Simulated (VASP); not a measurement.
Write the native input for VASP 6.6.1 that does the following.

* Task: single point
* Functional: PBEsol
* Dispersion: D3(BJ)
* Potentials or basis: VASP PAW PBE potentials, release 64 (Na_pv)
* Cutoff: 520 eV
* k mesh: 10 × 10 × 10
* Occupations: fermi-dirac, width 0.05 eV
* Spin: no spin polarisation
* Dipole correction: no
* Further INCAR settings: ALGO = Normal; EDIFF = 1e-06; NBANDS = 10

The structure of Na lies in POSCAR:

```
Na
1.0
   -1.8366614529      1.8366614529      2.4502158750
    1.8366614529     -1.8366614529      2.4502158750
    1.8366614529      1.8366614529     -2.4502158750
Na
1
Direct
    0.0000000000      0.0000000000      0.0000000000
```

These files were run (other wordings do the same):

INCAR

```
SYSTEM = Na
ALGO = Normal
EDIFF = 1E-6
ENCUT = 520
GGA = PS
ISIF = 2
ISMEAR = -1
IVDW = 12
LASPH = .True.
LCHARG = .False.
LREAL = .False.
LWAVE = .False.
NBANDS = 10
NELM = 80
PREC = Accurate
SIGMA = 0.05
```

KPOINTS

```
k-points
0
Gamma
  10 10 10
  0 0 0
```

Potentials or basis: VASP PAW PBE potentials, release 64 (Na_pv).

Launch:

```bash
$ cat potpaw_PBE.64/Na_pv/POTCAR > POTCAR
$ mpirun -np 1 vasp_std > vasp.out
```

Results of the run:

The pressure is 0.0 GPa and the dispersion energy per atom is -0.174 eV.

Caveat: the PAW data sets were made with another functional, which shifts forces and pressure a little; pairwise dispersion overbinds metals, which lowers pressure and volume.

It took 19 s on 1 thread of Intel(R) Xeon(R) 6975P-C (Granite Rapids), on a shared host, peak memory 0.17 GiB.
